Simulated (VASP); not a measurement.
# GaCo (Pm-3m) in VASP: further runs

GaCo is run at these levels: PBEsol+U, r2SCAN+U; tasks: single point.

Program: VASP 6.6.1. These are calculated values, not measurements. Logs are shortened: lines on timing, memory, paths and dates and some standing lists are left out, and cuts for length are marked.

### Step 1. The cell of the first run

Symmetry: Pm-3m, No. 221, cubic system. Conventional cell: a = 3.019 Å, b = 3.019 Å, c = 3.019 Å, α = 90.00°, β = 90.00°, γ = 90.00°. Ga (site symmetry m-3m) has 8 Co at 2.61 Å and 6 Ga at 3.02 Å within 3.4 Å. Co (site symmetry m-3m) has 8 Ga at 2.61 Å and 6 Co at 3.02 Å within 3.4 Å.

### Step 2. Single point, PBEsol+U, collinear spin, ferromagnetic start (13.76 Å³/atom)

INCAR

```
SYSTEM = GaCo
PREC = Accurate ; ENCUT = 600
EDIFF = 1E-6 ; ISMEAR = -1
SIGMA = 0.05 ; LREAL = .FALSE.
LASPH = .TRUE. ; NELM = 200
ALGO = Normal ; ISIF = 2
LWAVE = .FALSE. ; LCHARG = .FALSE.
ISPIN = 2 ; MAGMOM = 0 2
LORBIT = 11 ; LMAXMIX = 4
LDAU = .TRUE. ; LDAUTYPE = 2
LDAUL = -1 2 ; LDAUU = 0 5.3
LDAUJ = 0 0 ; LDAUPRINT = 1
GGA = PS ; NBANDS = 26
GGA_COMPAT = .FALSE.
```

KPOINTS

```
Automatic mesh
0
G
  9 9 9
  0 0 0
```

POSCAR

```
GaCo
1.0
    3.0187840121      0.0000000000      0.0000000000
    0.0000000000      3.0187840121      0.0000000000
    0.0000000000      0.0000000000      3.0187840121
Ga Co
1 1
Direct
    0.5000000000      0.5000000000      0.5000000000
    0.0000000000      0.0000000000      0.0000000000
```

Potentials or basis: VASP PAW PBE potentials, release 64 (Ga_d, Co_sv).

The run is started by

```
$ cat potpaw_PBE.64/Ga_d/POTCAR potpaw_PBE.64/Co_sv/POTCAR > POTCAR
$ mpirun -np 1 vasp_std > vasp.out
```

OUTCAR:

```text
SYSTEM = GaCo
   PREC = Accurate
   ENCUT = 600
   EDIFF = 1E-6
   ISMEAR = -1
   LREAL = .FALSE.
   LASPH = .TRUE.
   NELM = 200
   ISIF = 2
   ISPIN = 2
   LORBIT = 11
   GGA = PS

 ion  position               nearest neighbor table
   1  0.500  0.500  0.500-   2 2.61   2 2.61   2 2.61   2 2.61   2 2.61   2 2.61   2 2.61   2 2.61

   2  0.000  0.000  0.000-   1 2.61   1 2.61   1 2.61   1 2.61   1 2.61   1 2.61   1 2.61   1 2.61

  LATTYP: Found a simple cubic cell.
 ALAT       =     3.0187840121

  Lattice vectors:

 A1 = (   3.0187840121,   0.0000000000,   0.0000000000)
 A2 = (   0.0000000000,   3.0187840121,   0.0000000000)
 A3 = (   0.0000000000,   0.0000000000,   3.0187840121)

Analysis of symmetry for initial positions (statically):
=====================================================================
 Subroutine PRICEL returns:
 Original cell was already a primitive cell.

 Routine SETGRP: Setting up the symmetry group for a
 simple cubic supercell.

 Subroutine GETGRP returns: Found 48 space group operations
 (whereof 48 operations were pure point group operations)
 out of a pool of 48 trial point group operations.

The static configuration has the point symmetry O_h .

Analysis of symmetry for dynamics (positions and initial velocities):
=====================================================================
 Subroutine PRICEL returns:
 Original cell was already a primitive cell.

 Routine SETGRP: Setting up the symmetry group for a
 simple cubic supercell.

 Subroutine GETGRP returns: Found 48 space group operations
 (whereof 48 operations were pure point group operations)
 out of a pool of 48 trial point group operations.

The dynamic configuration has the point symmetry O_h .

Analysis of structural, dynamic, and magnetic symmetry:
=====================================================================
 Subroutine PRICEL returns:
 Original cell was already a primitive cell.

 Routine SETGRP: Setting up the symmetry group for a
 simple cubic supercell.

 Subroutine GETGRP returns: Found 48 space group operations
 (whereof 48 operations were pure point group operations)
 out of a pool of 48 trial point group operations.

The overall configuration has the point symmetry O_h .

 Subroutine INISYM returns: Found 48 space group operations
 (whereof 48 operations are pure point group operations),
 and found     1 'primitive' translations

----------------------------------------------------------------------------------------

                                     Primitive cell

  volume of cell :      27.5104

  direct lattice vectors                    reciprocal lattice vectors
     3.018784012  0.000000000  0.000000000     0.331259208  0.000000000  0.000000000
     0.000000000  3.018784012  0.000000000     0.000000000  0.331259208  0.000000000
     0.000000000  0.000000000  3.018784012     0.000000000  0.000000000  0.331259208

  length of vectors
     3.018784012  3.018784012  3.018784012     0.331259208  0.331259208  0.331259208

  position of ions in fractional coordinates (direct lattice)
     0.500000000  0.500000000  0.500000000
     0.000000000  0.000000000  0.000000000

  ion indices of the primitive-cell ions
   primitive index   ion index
                 1           1
                 2           2

----------------------------------------------------------------------------------------

 KPOINTS: Automatic mesh

Automatic generation of k-mesh.
 Grid dimensions read from file:
 generate k-points for:    9    9    9

 Generating k-lattice:

  Cartesian coordinates                     Fractional coordinates (reciprocal lattice)
     0.036806579  0.000000000  0.000000000     0.111111111  0.000000000  0.000000000
     0.000000000  0.036806579  0.000000000     0.000000000  0.111111111  0.000000000
     0.000000000  0.000000000  0.036806579     0.000000000  0.000000000  0.111111111

  Length of vectors
     0.036806579  0.036806579  0.036806579

  Shift w.r.t. Gamma in fractional coordinates (k-lattice)
     0.000000000  0.000000000  0.000000000

 Subroutine IBZKPT returns following result:
 ===========================================

 Found     35 irreducible k-points:

 Following reciprocal coordinates:
            Coordinates               Weight
  0.000000  0.000000  0.000000      1.000000
  0.111111  0.000000  0.000000      6.000000
  0.222222  0.000000  0.000000      6.000000
  0.333333  0.000000  0.000000      6.000000
  0.444444  0.000000  0.000000      6.000000
  0.111111  0.111111  0.000000     12.000000
[... 16 lines left out ...]
  0.333333  0.333333  0.111111     24.000000
  0.444444  0.333333  0.111111     48.000000
 [... further k-points ...]
   k-points           NKPTS =     35   k-points in BZ     NKDIM =     35   number of bands    NBANDS=     26
   number of dos      NEDOS =    301   number of ions     NIONS =      2
   total plane-waves  NPLWV =  13824
   dimension x,y,z NGX =    24 NGY =   24 NGZ =   24
   dimension x,y,z NGXF=    48 NGYF=   48 NGZF=   48
   ions per type =               1   1
   NGX,Y,Z   is equivalent  to a cutoff of  13.22, 13.22, 13.22 a.u.
   NGXF,Y,Z  is equivalent  to a cutoff of  26.43, 26.43, 26.43 a.u.
 SYSTEM =  GaCo
   PREC   = accura    normal or accurate (medium, high low for compatibility)
   ISTART =      0    job   : 0-new  1-cont  2-samecut
   ICHARG =      2    charge: 1-file 2-atom 10-const
   ISPIN  =      2    spin polarized calculation?
   LNONCOLLINEAR =      F non collinear calculations
   LSORBIT =      F    spin-orbit coupling
   LASPH  =      T    aspherical Exc in radial PAW
   ENCUT  =  600.0 eV  44.10 Ry    6.64 a.u.   6.03  6.03  6.03*2*pi/ulx,y,z
   NELM   =    200;   NELMIN=  2; NELMDL= -5     # of ELM steps
   EDIFF  = 0.1E-05   stopping-criterion for ELM
   LREAL  =      F    real-space projection
   EDIFFG = 0.1E-04   stopping-criterion for IOM
   NSW    =      0    number of steps for IOM
   IBRION =     -1    ionic relax: 0-MD 1-quasi-New 2-CG
   NFREE  =      0    steps in history (QN), initial steepest desc. (CG)
   ISIF   =      2    stress and relaxation
   ISYM   =      2    0-nonsym 1-usesym 2-fastsym
   POTIM  = 0.5000    time-step for ionic-motion
   TEBEG  =    0.0;   TEEND  =   0.0 temperature during run
   PSTRESS=    0.0 pullay stress
   NELECT =      30.0000    total number of electrons
   NUPDOWN=      -1.0000    fix difference up-down
   EMIN   =  10.00;   EMAX   =-10.00  energy-range for DOS
   EFERMI =   0.00;   METHOD = LEGACY
   ISMEAR =    -1;   SIGMA  =   0.05  broadening in eV -4-tet -1-fermi 0-gaus
   EFERMI_NEDOS =   21; number of points for ismear=-14 and -15
   IALGO  =     38    algorithm
   IMIX   =      4    mixing-type and parameters
     AMIX     =   0.40;   BMIX     =  1.00
     AMIX_MAG =   1.60;   BMIX_MAG =  1.00
  volume/ion in A,a.u.               =      13.76        92.82
  Fermi-wavevector in a.u.,A,eV,Ry     =   1.685065  3.184310 38.632961  2.839443
  Thomas-Fermi vector in A             =   2.767975
   LORBIT       =     11    0 simple, 1 ext, 2 COOP (PROOUT), +10 PAW based schemes
 LDA+U is selected, type is set to LDAUTYPE =  2
   angular momentum for each species LDAUL =    -1    2
   U (eV)           for each species LDAUU =   0.0  5.3
   J (eV)           for each species LDAUJ =   0.0  0.0
   GGA     = PS    functional components
   LHFCALC =     F    Hartree Fock is set to
   AEXX    =    0.0000 exact exchange contribution
   IVDW    =     0    specifies the selected vdW correction
   LEPSILON=     F    determine dielectric tensor
   LRPA    =     F    only Hartree local field effects (RPA)
 spin polarized calculation
  energy-cutoff  :      600.00
  volume of cell :       27.51
 maximum number of plane-waves:       931
   NGX = 13   NGY = 13   NGZ = 13

atom =   2  type =  2  l = 2

 onsite density matrix

spin component  1

  0.8547  0.0000 -0.0000 -0.0000  0.0000
  0.0000  0.8547  0.0000  0.0000  0.0000
 -0.0000  0.0000  0.8979  0.0000  0.0000
 -0.0000  0.0000  0.0000  0.8547  0.0000
  0.0000  0.0000  0.0000  0.0000  0.8979

spin component  2

  0.8014  0.0000  0.0000  0.0000 -0.0000
  0.0000  0.8014 -0.0000 -0.0000  0.0000
  0.0000 -0.0000  0.0742 -0.0000 -0.0000
  0.0000 -0.0000 -0.0000  0.8014 -0.0000
 -0.0000  0.0000 -0.0000 -0.0000  0.0742

 occupancies and eigenvectors

  o =  0.0742  v =  0.0000  0.0000  0.0000  0.0000  0.0000  0.0000 -0.0000  0.9992  0.0000  0.0389      0.0000  0.0000  0.0000  0.0000  0.0000  0.0000  0.0000  0.0000  0.0000  0.0000
  o =  0.0742  v =  0.0000  0.0000  0.0000  0.0000  0.0000  0.0000  0.0000 -0.0389  0.0000  0.9992      0.0000  0.0000  0.0000  0.0000  0.0000  0.0000  0.0000  0.0000  0.0000  0.0000
  o =  0.8014  v =  0.0000  0.0000  0.0000  0.0000  0.0000  0.0000  0.3383  0.0000 -0.9410  0.0000      0.0000  0.0000  0.0000  0.0000  0.0000  0.0000  0.0000  0.0000  0.0000  0.0000
  o =  0.8014  v =  0.0000  0.0000  0.0000  0.0000  0.0000  0.0000  0.9410 -0.0000  0.3383 -0.0000      0.0000  0.0000  0.0000  0.0000  0.0000  0.0000  0.0000  0.0000  0.0000  0.0000
  o =  0.8014  v =  0.0000  0.0000  0.0000  0.0000  0.0000  1.0000  0.0000  0.0000  0.0000  0.0000      0.0000  0.0000  0.0000  0.0000  0.0000  0.0000  0.0000  0.0000  0.0000  0.0000
  o =  0.8547  v =  1.0000  0.0000  0.0000  0.0000  0.0000  0.0000  0.0000  0.0000  0.0000  0.0000      0.0000  0.0000  0.0000  0.0000  0.0000  0.0000  0.0000  0.0000  0.0000  0.0000
  o =  0.8547  v =  0.0000 -0.9831 -0.0000  0.1828 -0.0000  0.0000  0.0000  0.0000  0.0000  0.0000      0.0000  0.0000  0.0000  0.0000  0.0000  0.0000  0.0000  0.0000  0.0000  0.0000
  o =  0.8547  v =  0.0000  0.1828  0.0000  0.9831  0.0000  0.0000  0.0000  0.0000  0.0000  0.0000      0.0000  0.0000  0.0000  0.0000  0.0000  0.0000  0.0000  0.0000  0.0000  0.0000
  o =  0.8979  v =  0.0000  0.0000 -0.2356  0.0000 -0.9718  0.0000  0.0000  0.0000  0.0000  0.0000      0.0000  0.0000  0.0000  0.0000  0.0000  0.0000  0.0000  0.0000  0.0000  0.0000
  o =  0.8979  v =  0.0000  0.0000 -0.9718  0.0000  0.2356  0.0000  0.0000  0.0000  0.0000  0.0000      0.0000  0.0000  0.0000  0.0000  0.0000  0.0000  0.0000  0.0000  0.0000  0.0000

 number of electron      30.0000007 magnetization       1.7546229

 Free energy of the ion-electron system (eV)
  ---------------------------------------------------
  ext. energy  EPLUGINS =         0.00000000
  ---------------------------------------------------
  free energy    TOTEN  =        -6.84907493 eV

  energy without entropy =       -6.84186417  energy(sigma->0) =       -6.84546955

 E-fermi :   9.2032     XC(G=0): -12.6933

 val. band max:        9.1739440563   @ k =   0.2222   0.1111   0.0000
 cond. band min:       9.2158354233   @ k =   0.1111   0.1111   0.0000
 fundamental gap:      0.0418913671
 Fermi energy:         9.2031950844

 spin component 1

 k-point     1 :       0.0000    0.0000    0.0000
  band No.  band energies     occupation
      1     -86.4249      1.00000
      2     -49.8556      1.00000
      3     -49.8556      1.00000
      4     -49.8556      1.00000
      5      -6.0935      1.00000
      6      -6.0935      1.00000
[... 18 lines left out ...]
     25      30.6071      0.00000
     26      30.6071      0.00000
[... 644 lines left out ...]
      4     -49.8546      1.00000
      5      -6.0400      1.00000
      6      -5.9664      1.00000
[... 18 lines left out ...]
     25      29.7822      0.00000
     26      31.5432      0.00000

 [... further k-points ...]

 spin component 2

 k-point     1 :       0.0000    0.0000    0.0000
  band No.  band energies     occupation
      1     -84.2918      1.00000
      2     -47.7643      1.00000
      3     -47.7642      1.00000
      4     -47.7641      1.00000
      5      -6.0994      1.00000
      6      -6.0994      1.00000
[... 18 lines left out ...]
     25      31.0005      0.00000
     26      31.0005      0.00000
[... 644 lines left out ...]
      4     -47.7630      1.00000
      5      -6.0475      1.00000
      6      -5.9789      1.00000
[... 18 lines left out ...]
     25      29.9400      0.00000
     26      31.6887      0.00000

 [... further k-points ...]

------------------------ aborting loop because EDIFF is reached ----------------------------------------

  FORCE on cell =-STRESS in cart. coord.  units (eV):
  Direction    XX          YY          ZZ          XY          YZ          ZX
  --------------------------------------------------------------------------------------
  -------------------------------------------------------------------------------------
  Total       -0.5483492     -0.5483492     -0.5483492      0.0000000      0.0000000     -0.0000000
  in kB      -31.9353509    -31.9353509    -31.9353509      0.0000000      0.0000000     -0.0000000
  external PRESSURE =     -31.9353509 kB  Pullay stress =       0.0000000 kB

 VOLUME and BASIS-vectors are now :
 -----------------------------------------------------------------------------
  energy-cutoff  :      600.00
  volume of cell :       27.51
      direct lattice vectors                 reciprocal lattice vectors
     3.018784012  0.000000000  0.000000000     0.331259208  0.000000000  0.000000000
     0.000000000  3.018784012  0.000000000     0.000000000  0.331259208  0.000000000
     0.000000000  0.000000000  3.018784012     0.000000000  0.000000000  0.331259208

 POSITION                                       TOTAL-FORCE (eV/Angst)
 -----------------------------------------------------------------------------------
      1.50939      1.50939      1.50939         0.000000      0.000000      0.000000
      0.00000      0.00000      0.00000         0.000000      0.000000      0.000000
 -----------------------------------------------------------------------------------
    total drift:                                0.000000      0.000000     -0.000000

  FREE ENERGIE OF THE ION-ELECTRON SYSTEM (eV)
  ---------------------------------------------------
  free  energy   TOTEN  =        -6.8490749333 eV

  energy  without entropy=       -6.8418641731  energy(sigma->0) =       -6.84546955

 total charge

# of ion       s       p       d       tot
------------------------------------------
    1        0.888   0.787  10.002  11.677
    2        2.190   6.075   6.881  15.146
--------------------------------------------------
tot          3.077   6.862  16.884  26.823

 magnetization (x)

# of ion       s       p       d       tot
------------------------------------------
    1        0.010  -0.047  -0.015  -0.052
    2        0.003   0.002   1.802   1.808
--------------------------------------------------
tot          0.013  -0.045   1.787   1.755
```

Run time: 22 s. Hardware: 1 thread of Intel Xeon 6975P-C (Granite Rapids), shared host; peak memory 0.18 GiB.

Results:

| Property | Result |
| --- | --- |
| Free energy | -6.8491 eV |
| Pressure | -3.2 GPa |
| Net moment | 1.75 μB per cell |
| Site moments | Ga -0.05; Co +1.81 μB |
| Valence electrons inside the program's atomic spheres | Ga 11.68; Co 15.15 |

Eigenvalues of the final occupation matrices:
```csv
site,spin,trace,eigenvalues
site 2 d,1,4.36,0.85 0.85 0.85 0.90 0.90
site 2 d,2,2.55,0.07 0.07 0.80 0.80 0.80
```

Caveat: the cell stands under tension; the PAW data sets were made with another functional, which shifts forces and pressure a little; the U is typed as a test and isn't derived for this compound. The state reached can hang on the start; a lower one may exist.

### Step 3. Single point, r2SCAN+U, collinear spin, ferromagnetic start

This run uses another cell than the first one, of 11.92 Å³/atom.

POSCAR

```
GaCo
1.0
    2.8780000000      0.0000000000      0.0000000000
    0.0000000000      2.8780000000      0.0000000000
    0.0000000000      0.0000000000      2.8780000000
Ga Co
1 1
Direct
    0.5000000000      0.5000000000      0.5000000000
    0.0000000000      0.0000000000      0.0000000000
```

INCAR.step1

```
SYSTEM = GaCo
ALGO = Normal
EDIFF = 1E-5
ENCUT = 660
GGA = PE
GGA_COMPAT = .False.
ISMEAR = -5
ISPIN = 2
LASPH = .True.
LCHARG = .False.
LDAU = .True.
LDAUJ = 0 0
LDAUL = -1 2
LDAUTYPE = 2
LDAUU = 0 6.2
LMAXMIX = 4
LREAL = .False.
LWAVE = .True.
MAGMOM = 0 2
NBANDS = 26
NELM = 200
PREC = Accurate
SIGMA = 0.1
```

INCAR.step2

```
SYSTEM = GaCo
ALGO = Normal
EDIFF = 1E-6
ENCUT = 660
GGA_COMPAT = .False.
ISIF = 2
ISMEAR = -5
ISPIN = 2
ISTART = 1
LASPH = .True.
LCHARG = .False.
LDAU = .True.
LDAUJ = 0 0
LDAUL = -1 2
LDAUPRINT = 1
LDAUTYPE = 2
LDAUU = 0 6.2
LMAXMIX = 4
LMIXTAU = .True.
LORBIT = 11
LREAL = .False.
LWAVE = .False.
MAGMOM = 0 2
METAGGA = R2SCAN
NBANDS = 26
NELM = 200
PREC = Accurate
SIGMA = 0.1
```

KPOINTS

```
k-points
0
Gamma
  9 9 9
  0 0 0
```

Potentials or basis: VASP PAW PBE potentials, release 64 (Ga_d, Co_sv).

The run is started by

```
$ cat potpaw_PBE.64/Ga_d/POTCAR potpaw_PBE.64/Co_sv/POTCAR > POTCAR
$ cp INCAR.step1 INCAR
$ mpirun -np 1 vasp_std > vasp.out
$ cp INCAR.step2 INCAR
$ mpirun -np 1 vasp_std > vasp.out
```

It took 2.2 min on 1 thread of Intel Xeon Platinum 8375C at 2.90GHz (Ice Lake), shared host; peak memory 0.19 GiB.

It converged, with:

| Quantity | Value |
| --- | --- |
| Free energy | -20.4126 eV |
| Pressure | 23.2 GPa |
| Net moment | 1.83 μB per cell |
| Site moments | Ga -0.06; Co +1.84 μB |
| Valence electrons inside the program's atomic spheres | Ga 11.85; Co 15.27 |

Levels at points of the mesh, in eV from the Fermi level:
Spin up:
```csv
k point,band 12,band 13,band 14,band 15,band 16,band 17,band 18,band 19,band 20,band 21
"(0.00, 0.00, 0.00)",-7.31,-4.47,-4.47,-4.47,4.34,4.34,4.34,9.22,9.22,11.99
```
Spin down:
```
           k point  band 10  band 11  band 12  band 13  band 14  band 15  band 16  band 17  band 18  band 19
(0.00, 0.00, 0.00)   -13.83    -3.19    -3.19    -3.19     0.43     0.43     4.32     4.32     4.32    12.10
```

Eigenvalues of the final occupation matrices:
| site | spin | trace | eigenvalues |
| --- | --- | --- | --- |
| site 2 d | 1 | 4.41 | 0.86 0.86 0.86 0.91 0.91 |
| site 2 d | 2 | 2.57 | 0.05 0.05 0.83 0.83 0.83 |

Caveat: the cell stands under pressure; the PAW data sets were made with another functional, which shifts forces and pressure a little; the U is typed as a test and isn't derived for this compound; tetrahedron occupations give inexact forces and stress in metals. The state reached can hang on the start; a lower one may exist.
